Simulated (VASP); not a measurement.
Crystal: SrVO3.

```
Sr V O
1.0
     3.84090    0.00000    0.00000
     0.00000    3.84090    0.00000
     0.00000    0.00000    3.84090
Sr V O
1 1 3
Direct
  0.50000 0.50000 0.50000
  0.00000 0.00000 0.00000
  0.00000 0.00000 0.50000
  0.00000 0.50000 0.00000
  0.50000 0.00000 0.00000
```

Base run:

- Program: VASP 6.6.1
- Functional: PBE
- Potentials or basis: VASP PAW PBE potentials, release 64 (Sr_sv, V_sv, O)
- Cutoff: 520 eV
- k mesh: 6 × 6 × 6
- Occupations: fermi-dirac, width 0.1 eV
- Spin: collinear spin, ferromagnetic start
- Starting moments: [0.0, 2.0, 0.0, 0.0, 0.0] μB

Its results: pressure 3.8 GPa; net moment 0.12 μB per cell.

The run is repeated on the same cell with these changes: k mesh from 6 × 6 × 6 to 8 × 8 × 8. What comes out?

Pressure 3.4 GPa; net moment 0.00 μB per cell.

Caveats: the cell stands under pressure; the moments typed at the start vanished in this run (at least some runs).
